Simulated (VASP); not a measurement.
# LiF (P6_3mc) in VASP: G0W0 quasiparticle levels with r2SCAN

Aim: the G0W0 quasiparticle levels of LiF with r2SCAN.

Program: VASP 6.6.1. These are calculated values, not measurements. Logs are shortened: lines on timing, memory, paths and dates and some standing lists are left out, and cuts for length are marked.

## Step 1: The cell of the first run

The structure is hexagonal, space group P6_3mc (No. 186). Conventional cell: a = 3.081 Å, b = 3.081 Å, c = 4.785 Å, α = 90.00°, β = 90.00°, γ = 120.00°. Within 2.5 Å of Li (site symmetry 3m) lie 4 F at 1.86 to 1.87 Å. F (site symmetry 3m) has 4 Li at 1.86 to 1.87 Å within 2.5 Å.

## Step 2: G0W0 quasiparticle levels, r2SCAN

Input file POSCAR:

```
LiF
1.0
    3.0810519475      0.0000000000      0.0000000000
   -1.5405259738      2.6682692570      0.0000000000
    0.0000000000      0.0000000000      4.7852337722
Li F
2 2
Direct
    0.3333333333      0.6666666667      0.3824388604
    0.6666666667      0.3333333333      0.8824388604
    0.3333333333      0.6666666667      0.9925591396
    0.6666666667      0.3333333333      0.4925591396
```

Input file INCAR.step1:

```
SYSTEM = LiF
PREC     = Accurate       ! precision mode
ENCUT    = 500            ! plane-wave cutoff, eV
EDIFF    = 1E-8           ! SCF threshold, eV
ISMEAR   = 0              ! smearing method
SIGMA    = 0.01           ! smearing width, eV
LREAL    = .FALSE.        ! projectors in reciprocal space
LASPH    = .TRUE.         ! aspherical terms in the spheres
NELM     = 100            ! most SCF steps
ALGO     = Normal         ! electronic algorithm
LWAVE    = .TRUE.         ! write WAVECAR
LCHARG   = .FALSE.        ! write CHGCAR
METAGGA  = R2SCAN         ! meta-GGA
LMIXTAU  = .TRUE.
```

Input file INCAR.step2:

```
SYSTEM = LiF
PREC     = Accurate       ! precision mode
ENCUT    = 500            ! plane-wave cutoff, eV
EDIFF    = 1E-8           ! SCF threshold, eV
ISMEAR   = 0              ! smearing method
SIGMA    = 0.01           ! smearing width, eV
LREAL    = .FALSE.        ! projectors in reciprocal space
LASPH    = .TRUE.         ! aspherical terms in the spheres
NELM     = 1              ! most SCF steps
ALGO     = Exact          ! electronic algorithm
LWAVE    = .TRUE.         ! write WAVECAR
LCHARG   = .FALSE.        ! write CHGCAR
METAGGA  = R2SCAN         ! meta-GGA
LMIXTAU  = .TRUE.       
NBANDS   = 71             ! bands
LOPTICS  = .TRUE.         ! frequency-dependent dielectric function
ISTART   = 1
```

Input file INCAR.step3:

```
SYSTEM = LiF
PREC     = Accurate       ! precision mode
ENCUT    = 500            ! plane-wave cutoff, eV
EDIFF    = 1E-8           ! SCF threshold, eV
ISMEAR   = 0              ! smearing method
SIGMA    = 0.01           ! smearing width, eV
LREAL    = .FALSE.        ! projectors in reciprocal space
LASPH    = .TRUE.         ! aspherical terms in the spheres
ALGO     = EVGW0          ! electronic algorithm
LWAVE    = .FALSE.        ! write WAVECAR
LCHARG   = .FALSE.        ! write CHGCAR
METAGGA  = R2SCAN         ! meta-GGA
LMIXTAU  = .TRUE.       
NELMGW   = 1            
NBANDS   = 71             ! bands
ENCUTGW  = 80.0           ! cutoff of the response function
NOMEGA   = 96             ! frequency points
PRECFOCK = Fast         
ISTART   = 1            
NBANDSGW = 16           
OMEGAMAX = 20
```

Input file KPOINTS:

```
Automatic mesh
0
G
  9 9 4
  0 0 0
```

Potentials or basis: VASP PAW PBE potentials, release 64 (Li_GW, F_GW).

The run is started by

```sh
$ cat potpaw_PBE.64/Li_GW/POTCAR potpaw_PBE.64/F_GW/POTCAR > POTCAR
$ cp INCAR.step1 INCAR
$ mpirun -np 1 vasp_std > vasp.out
$ cp INCAR.step2 INCAR
$ mpirun -np 1 vasp_std > vasp.out
$ cp INCAR.step3 INCAR
$ mpirun -np 1 vasp_std > vasp.out
```

OUTCAR:

```text
SYSTEM = LiF
   PREC = Accurate
   ENCUT = 500
   EDIFF = 1E-8
   ISMEAR = 0
   LREAL = .FALSE.
   LASPH = .TRUE.
   METAGGA = R2SCAN
   NELMGW = 1
   ENCUTGW = 80.0
   PRECFOCK = Fast
   ISTART = 1

 ion  position               nearest neighbor table
   1  0.333  0.667  0.382-   4 1.86   4 1.86   4 1.86   3 1.87   2 2.98   2 2.98   2 2.98   2 2.98
                             2 2.98   2 2.98
   2  0.667  0.333  0.882-   3 1.86   3 1.86   3 1.86   4 1.87   1 2.98   1 2.98   1 2.98   1 2.98
                             1 2.98   1 2.98
   3  0.333  0.667  0.993-   2 1.86   2 1.86   2 1.86   1 1.87
   4  0.667  0.333  0.493-   1 1.86   1 1.86   1 1.86   2 1.87

  LATTYP: Found a hexagonal cell.
 ALAT       =     3.0810519475
 C/A-ratio  =     1.5531168749

  Lattice vectors:

 A1 = (   3.0810519475,   0.0000000000,   0.0000000000)
 A2 = (  -1.5405259738,   2.6682692570,   0.0000000000)
 A3 = (   0.0000000000,   0.0000000000,   4.7852337722)

Analysis of symmetry for initial positions (statically):
=====================================================================
 Subroutine PRICEL returns:
 Original cell was already a primitive cell.

 Routine SETGRP: Setting up the symmetry group for a
 hexagonal supercell.

 Subroutine GETGRP returns: Found 12 space group operations
 (whereof  6 operations were pure point group operations)
 out of a pool of 24 trial point group operations.

The static configuration has the point symmetry C_3v.
 The point group associated with its full space group is C_6v.

Analysis of symmetry for dynamics (positions and initial velocities):
=====================================================================
 Subroutine PRICEL returns:
 Original cell was already a primitive cell.

 Routine SETGRP: Setting up the symmetry group for a
 hexagonal supercell.

 Subroutine GETGRP returns: Found 12 space group operations
 (whereof  6 operations were pure point group operations)
 out of a pool of 24 trial point group operations.

The dynamic configuration has the point symmetry C_3v.
 The point group associated with its full space group is C_6v.

 Subroutine INISYM returns: Found 12 space group operations
 (whereof  6 operations are pure point group operations),
 and found     1 'primitive' translations

----------------------------------------------------------------------------------------

                                     Primitive cell

  volume of cell :      39.3398

  direct lattice vectors                    reciprocal lattice vectors
     3.081051948  0.000000000  0.000000000     0.324564472  0.187387386  0.000000000
    -1.540525974  2.668269257  0.000000000     0.000000000  0.374774771  0.000000000
     0.000000000  0.000000000  4.785233772     0.000000000  0.000000000  0.208976206

  length of vectors
     3.081051948  3.081051948  4.785233772     0.374774771  0.374774771  0.208976206

  position of ions in fractional coordinates (direct lattice)
     0.333333333  0.666666667  0.382438860
     0.666666667  0.333333333  0.882438860
     0.333333333  0.666666667  0.992559140
     0.666666667  0.333333333  0.492559140

  ion indices of the primitive-cell ions
   primitive index   ion index
                 1           1
                 2           2
                 3           3
                 4           4

----------------------------------------------------------------------------------------

 KPOINTS: Automatic mesh

Automatic generation of k-mesh.
 Grid dimensions read from file:
 generate k-points for:    9    9    4

 Generating k-lattice:

  Cartesian coordinates                     Fractional coordinates (reciprocal lattice)
     0.036062719  0.020820821  0.000000000     0.111111111  0.000000000  0.000000000
     0.000000000  0.041641641  0.000000000     0.000000000  0.111111111  0.000000000
     0.000000000  0.000000000  0.052244052     0.000000000  0.000000000  0.250000000

  Length of vectors
     0.041641641  0.041641641  0.052244052

  Shift w.r.t. Gamma in fractional coordinates (k-lattice)
     0.000000000  0.000000000  0.000000000

 Subroutine IBZKPT returns following result:
 ===========================================

 Found     36 irreducible k-points:

 Following reciprocal coordinates:
            Coordinates               Weight
  0.000000  0.000000  0.000000      1.000000
  0.111111  0.000000  0.000000      6.000000
  0.222222 -0.000000  0.000000      6.000000
  0.333333  0.000000  0.000000      6.000000
  0.444444 -0.000000  0.000000      6.000000
  0.111111  0.111111  0.000000      6.000000
[... 16 lines left out ...]
  0.333333  0.222222  0.250000     24.000000
  0.333333  0.333333  0.250000      4.000000
 [... further k-points ...]
   k-points           NKPTS =     36   k-points in BZ     NKDIM =    324   number of bands    NBANDS=     71
   number of dos      NEDOS =    301   number of ions     NIONS =      4
   total plane-waves  NPLWV =  20736
   dimension x,y,z NGX =    24 NGY =   24 NGZ =   36
   dimension x,y,z NGXF=    48 NGYF=   48 NGZF=   72
   ions per type =               2   2
   NGX,Y,Z   is equivalent  to a cutoff of  12.95, 12.95, 12.51 a.u.
   NGXF,Y,Z  is equivalent  to a cutoff of  25.90, 25.90, 25.01 a.u.
 SYSTEM =  LiF
   PREC   = accura    normal or accurate (medium, high low for compatibility)
   ISTART =      1    job   : 0-new  1-cont  2-samecut
   ICHARG =      0    charge: 1-file 2-atom 10-const
   ISPIN  =      1    spin polarized calculation?
   LNONCOLLINEAR =      F non collinear calculations
   LSORBIT =      F    spin-orbit coupling
   LASPH  =      T    aspherical Exc in radial PAW
   ENCUT  =  500.0 eV  36.75 Ry    6.06 a.u.   5.62  5.62  8.72*2*pi/ulx,y,z
   NELM   =     60;   NELMIN=  2; NELMDL=  0     # of ELM steps
   EDIFF  = 0.1E-07   stopping-criterion for ELM
   LREAL  =      F    real-space projection
   EDIFFG = 0.1E-06   stopping-criterion for IOM
   NSW    =      0    number of steps for IOM
   IBRION =     -1    ionic relax: 0-MD 1-quasi-New 2-CG
   NFREE  =      0    steps in history (QN), initial steepest desc. (CG)
   ISIF   =      0    stress and relaxation
   ISYM   =      3    0-nonsym 1-usesym 2-fastsym
   POTIM  = 0.5000    time-step for ionic-motion
   TEBEG  =    0.0;   TEEND  =   0.0 temperature during run
   PSTRESS=    0.0 pullay stress
   NELECT =      16.0000    total number of electrons
   NUPDOWN=      -1.0000    fix difference up-down
   EMIN   =  10.00;   EMAX   =-10.00  energy-range for DOS
   EFERMI =   0.00;   METHOD = LEGACY
   ISMEAR =     0;   SIGMA  =   0.01  broadening in eV -4-tet -1-fermi 0-gaus
   EFERMI_NEDOS =   21; number of points for ismear=-14 and -15
   IALGO  =     38    algorithm
   IMIX   =      4    mixing-type and parameters
     AMIX     =   0.40;   BMIX     =  1.00
     AMIX_MAG =   1.60;   BMIX_MAG =  1.00
  volume/ion in A,a.u.               =       9.83        66.37
  Fermi-wavevector in a.u.,A,eV,Ry     =   1.212935  2.292115 20.017047  1.471211
  Thomas-Fermi vector in A             =   2.348403
   LORBIT       =      0    0 simple, 1 ext, 2 COOP (PROOUT), +10 PAW based schemes
   METAGGA = R2SCAN    functional components
   LHFCALC =     T    Hartree Fock is set to
   PRECFOCK=fast      Normal, Fast or Accurate (Low or Medium for compatibility)
   ENCUT4O =  -1.0   cutoff for four orbital integrals eV
   NKREDX  =     1    reduce k-point grid by
   NKREDY  =     1    reduce k-point grid by
   NKREDZ  =     1    reduce k-point grid by
   AEXX    =    1.0000 exact exchange contribution
   HFSCREEN=    0.0000 screening length (either q_TF or 0.3 A-1)
   HFSCREENC=   0.0000 screening length for correlation (either q_TF or 0.3 A-1)
   ENCUTFOCK=  -1.0 apply spherical cutoff to Coloumb kernel
   IVDW    =     0    specifies the selected vdW correction
   LEPSILON=     F    determine dielectric tensor
   LRPA    =     F    only Hartree local field effects (RPA)
   LRPAFORCE           =     F    calculate RPA forces
   ENCUTGW             =  80.0    cutoff for response function in eV
   ENCUTGWSOFT         =  64.0    soft cutoff for Coulomb kernel in GW response function in eV
   ENCUTLF             =  -1.0    cutoff for local field effects
   NELMGW              =     1    number of iterations in solving QP/BSE equation
   NELMHF              =     1    number of iterations in the inner HF iteration
   NKREDLFX            =     1    NKREDLFY  =   1   NKREDLFZ  =   1
 non-spin polarized calculation
 Gauss-broadening in eV      SIGMA  =   0.01
  energy-cutoff  :      500.00
  volume of cell :       39.34
 maximum number of plane-waves:      1019
 NGX is ok and might be reduce to    24
  NGX = 14; NGY = 14; NGZ = 24
   NGX = 11   NGY = 11   NGZ = 17
 maximum number of plane-waves:        70
 NGX is ok and might be reduce to    10

 QP shifts <psi_nk| G(iteration)W_0 |psi_nk>: iteration 1
 for sc-GW calculations column KS-energies equals QP-energies in previous step
 and V_xc(KS)=  KS-energies - (<T + V_ion + V_H > + <T+V_H+V_ion>^1  + <V_x>^1)

 k-point   1 :       0.0000    0.0000    0.0000
  band No.  KS-energies  QP-energies   sigma(KS)   V_xc(KS)     V^pw_x(r,r')   Z            occupation Imag(sigma)

      1     -25.5119     -28.9969     -29.3739     -24.6440     -36.9235       0.7368       2.0000       0.7558
      2     -25.2295     -28.5791     -29.8155     -25.1038     -37.3269       0.7109       2.0000       0.6690
      3      -7.0617      -9.9340     -22.9953     -19.5135     -26.9678       0.8249       2.0000       0.0531
      4      -5.3703      -7.8622     -25.7681     -22.7582     -29.9985       0.8279       2.0000       0.0451
      5      -5.3703      -7.8622     -25.7681     -22.7582     -29.9985       0.8279       2.0000       0.0451
      6      -5.0490      -7.4572     -26.1678     -23.2670     -30.4195       0.8302       2.0000       0.0439
[... 8 lines left out ...]
     15      16.1682      18.2230      -5.4346      -7.7524      -2.5103       0.8866       0.0000      -0.0434
     16      17.1380      19.1564      -4.7276      -6.9929      -1.7862       0.8910       0.0000      -0.0486

 k-point   2 :       0.1111    0.0000    0.0000
  band No.  KS-energies  QP-energies   sigma(KS)   V_xc(KS)     V^pw_x(r,r')   Z            occupation Imag(sigma)

      1     -25.4936     -28.9588     -29.4052     -24.6790     -36.9541       0.7332       2.0000       0.7493
      2     -25.2297     -28.5726     -29.8243     -25.1153     -37.3371       0.7099       2.0000       0.6680
      3      -6.9990      -9.8546     -23.0962     -19.6359     -27.0790       0.8253       2.0000       0.0528
      4      -5.5076      -8.0326     -25.5276     -22.4768     -29.7341       0.8276       2.0000       0.0455
      5      -5.4466      -7.9495     -25.6503     -22.6263     -29.8716       0.8277       2.0000       0.0454
      6      -5.2178      -7.6738     -25.8192     -22.8591     -30.0267       0.8297       2.0000       0.0441
[... 8 lines left out ...]
     15      16.3494      18.3984      -5.2981      -7.6098      -2.3584       0.8864       0.0000      -0.0455
     16      17.0255      18.9852      -4.7255      -6.9377      -1.7332       0.8859       0.0000      -0.0544
[... 421 lines left out ...]
 k-point  24 :       0.3333    0.3333    0.2500
  band No.  KS-energies  QP-energies   sigma(KS)   V_xc(KS)     V^pw_x(r,r')   Z            occupation Imag(sigma)

      1     -25.2595     -28.5848     -29.8051     -25.1025     -37.3264       0.7071       2.0000       0.6730
      2     -25.2595     -28.5848     -29.8051     -25.1025     -37.3264       0.7071       2.0000       0.6730
      3      -6.8082      -9.5949     -23.3159     -19.9407     -27.3059       0.8256       2.0000       0.0511
      4      -6.1534      -8.8500     -24.4910     -21.2302     -28.6084       0.8270       2.0000       0.0484
      5      -6.1534      -8.8500     -24.4910     -21.2302     -28.6084       0.8270       2.0000       0.0484
      6      -6.0558      -8.7005     -24.5938     -21.3960     -28.7133       0.8270       2.0000       0.0477
[... 8 lines left out ...]
     15      15.5473      17.1716      -6.1102      -7.9845      -3.1300       0.8666       0.0000      -0.0661
     16      17.7668      19.8573      -5.8460      -8.2367      -2.7334       0.8745       0.0000      -0.0788

 [... further k-points ...]
```

It took 29 min on 1 thread of AMD EPYC 7R13 (Zen 3), shared host; peak memory 0.84 GiB.

What came out:

```
Quasiparticle gap                                   : 12.41 eV
Least direct quasiparticle gap                      : 12.41 eV
Band gap of the starting levels on the mesh         : 8.57 eV
Least direct gap of the starting levels on the mesh : 8.57 eV
```

Caveat: bands, screening cutoff and mesh are small and nothing is extrapolated, so the quasiparticle values aren't converged.
